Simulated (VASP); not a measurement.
Write the native input for VASP 6.6.1 that does the following.

```yaml
Task: relaxation of cell and atoms
Functional: PBE
Potentials_or_basis: VASP PAW PBE potentials, release 64 (Mg, Zn, O)
Cutoff: 600 eV
k_mesh: 6 × 6 × 6
Occupations: gaussian, width 0.1 eV
Spin: no spin polarisation
Dipole_correction: no
Further_INCAR_settings: ALGO = Normal; EDIFF = 1e-06; IBRION = 2; EDIFFG = -0.04; NSW = 90; ISIF = 3
```

The structure of MgZnO4 lies in POSCAR:

```
MgZnO4
1.0
    0.0000000000      3.2128234000      3.2128234000
    3.2128234000      0.0000000000      3.2128234000
    3.2128234000      3.2128234000      0.0000000000
Mg Zn O
1 1 4
Direct
    0.2500000000      0.2500000000      0.2500000000
    0.0000000000      0.0000000000      0.0000000000
    0.6250080000      0.6250080000      0.6250080000
    0.6250080000      0.1249760000      0.6250080000
    0.1249760000      0.6250080000      0.6250080000
    0.6250080000      0.6250080000      0.1249760000
```

The input as run:

INCAR

```
SYSTEM = MgZnO4
PREC     = Accurate       ! precision mode
ENCUT    = 600            ! plane-wave cutoff, eV
EDIFF    = 1E-6           ! SCF threshold, eV
ISMEAR   = 0              ! smearing method
SIGMA    = 0.1            ! smearing width, eV
LREAL    = .False.        ! projectors in reciprocal space
LASPH    = .True.         ! aspherical terms in the spheres
NELM     = 60             ! most SCF steps
ALGO     = Normal         ! electronic algorithm
ISIF     = 3              ! what is computed and relaxed
LWAVE    = .False.        ! write WAVECAR
LCHARG   = .False.        ! write CHGCAR
GGA      = PE             ! functional
IBRION   = 2              ! ionic algorithm
NSW      = 90             ! ionic steps
EDIFFG   = -0.04          ! ionic threshold
```

KPOINTS

```
Automatic mesh
0
Gamma
  6 6 6
  0 0 0
```

Potentials or basis: VASP PAW PBE potentials, release 64 (Mg, Zn, O).

Run with:

```bash
$ cat potpaw_PBE.64/Mg/POTCAR potpaw_PBE.64/Zn/POTCAR potpaw_PBE.64/O/POTCAR > POTCAR
$ mpirun -np 1 vasp_std > vasp.out
```

It gave:

```
Relaxed volume                         : 10.09 Å³/atom
Relaxed cell                           : a = 4.408 Å, b = 4.408 Å, c = 4.408 Å, α = 60.00°, β = 60.00°, γ = 60.00°
Space group after relaxing (to 0.05 Å) : F-43m (No. 216)
Energy gained by relaxing              : 29.7 meV/atom
Ionic steps                            : 2
Pressure after relaxing                : -0.1 GPa
Band gap on the k mesh                 : zero (band 19 reaches 3.79 eV, above the bottom of band 20 at 3.60 eV)
```

Run time: 25 s on 1 thread of Intel(R) Xeon(R) 6975P-C (Granite Rapids) (shared host), peak memory 0.23 GiB.
